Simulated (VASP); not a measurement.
**P: single point with r2SCAN**

The system is P, a slab with vacuum.

```xyz
4
Lattice="3.5373 0.0000 0.0000 0.0000 37.5486 0.0000 0.0000 0.0000 3.9918" Properties=species:S:1:pos:R:3 pbc="T T T"
P     0.0000   36.4320    2.3638
P     0.0000    1.1166    1.6281
P     1.7686    1.1166    0.3678
P     1.7686   36.4320    3.6240
```

This cell differs from its parent crystal: ratio of the length along z to the lengths across it x 0.8, volume and fractional coordinates fixed.

```json
{"Program": "VASP 6.6.1", "Task": "single point", "Functional": "r2SCAN", "Potentials or basis": "VASP PAW PBE potentials, release 64 (P)", "Cutoff": "520 eV", "k mesh": "10 × 1 × 8", "Occupations": "gaussian, width 0.05 eV", "Spin": "no spin polarisation", "Dipole correction": "no", "Further INCAR settings": "ALGO = Normal; EDIFF = 1e-06; NBANDS = 18"}
```

| Item | Value |
| --- | --- |
| Largest force | 1.743 eV/Å |
| Band gap on the k mesh | zero (filled and empty bands touch) |

Forces on the atoms (eV/Å):
```
P    0.000  0.791 -1.554
P    0.000 -0.791  1.554
P    0.000 -0.791 -1.554
P    0.000  0.791  1.554
```

Levels at points of the mesh, in eV from the Fermi level:
| k point | band 7 | band 8 | band 9 | band 10 | band 11 | band 12 | band 13 | band 14 |
| --- | --- | --- | --- | --- | --- | --- | --- | --- |
| (0.00, 0.00, 0.00) | -4.33 | -4.17 | -1.94 | -0.31 | -0.02 | 0.43 | 1.05 | 4.08 |
| (0.50, 0.00, 0.00) | -2.76 | -2.76 | -2.45 | -2.45 | 1.80 | 1.80 | 2.61 | 2.61 |
| (0.00, 0.00, 0.50) | -3.65 | -3.65 | -1.25 | -1.25 | 0.90 | 0.90 | 2.72 | 2.72 |
| (0.50, 0.00, 0.50) | -5.49 | -5.49 | -2.06 | -2.06 | 1.51 | 1.51 | 5.82 | 5.82 |

Wall time 16 min on 1 thread of Intel(R) Xeon(R) 6975P-C (Granite Rapids) (shared host), peak memory 0.69 GiB.

Caveat: there is no dipole correction, which matters where the two faces differ; the PAW data sets were made with another functional, which shifts forces and pressure a little.
